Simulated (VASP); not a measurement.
Crystal: HfN.

```
CELL_PARAMETERS angstrom
0.00000 2.45482 2.45482
2.45482 0.00000 2.45482
2.45482 2.45482 0.00000
ATOMIC_POSITIONS crystal
Hf 0.00000 0.00000 0.00000
N 0.25000 0.25000 0.25000
```

| Property | Result |
| --- | --- |
| Program | VASP 6.6.1 |
| Task | relaxation of cell and atoms |
| Functional | PBEsol |
| Potentials or basis | VASP PAW PBE potentials, release 64 (Hf_pv, N) |
| Cutoff | 600 eV |
| k mesh | 11 × 11 × 11 |
| Occupations | fermi-dirac, width 0.1 eV |
| Spin | no spin polarisation |

At the start: pressure -5.9 GPa; volume 14.79 Å³/atom.

Problem. Where does the relaxation end?

Solution. Over 3 steps the energy falls by 8.4 meV/atom and the volume is 14.36 Å³/atom (-2.9 %); space group F-43m (No. 216, to 0.1 Å) before and after.

Step by step:
| step | energy change (eV) | largest force (eV/Å) | pressure (GPa) | volume (Å³) |
| --- | --- | --- | --- | --- |
| 1 | 0.0000 | 0.0000 | -5.95 | 29.59 |
| 2 | 0.0320 | 0.0000 | 11.62 | 27.30 |
| 3 | -0.0169 | 0.0000 | -0.09 | 28.72 |

Final structure:
```cif
data_structure
_symmetry_space_group_name_H-M 'P 1'
_symmetry_Int_Tables_number 1
_cell_length_a 3.4372
_cell_length_b 3.4372
_cell_length_c 3.4372
_cell_angle_alpha 60.000
_cell_angle_beta 60.000
_cell_angle_gamma 60.000
_cell_volume 28.72
loop_
_atom_site_label
_atom_site_type_symbol
_atom_site_fract_x
_atom_site_fract_y
_atom_site_fract_z
_atom_site_occupancy
Hf1 Hf 0.00000 0.00000 0.00000 1
N1 N 0.25000 0.25000 0.25000 1
```

Caveat: the PAW data sets were made with another functional, which shifts forces and pressure a little.
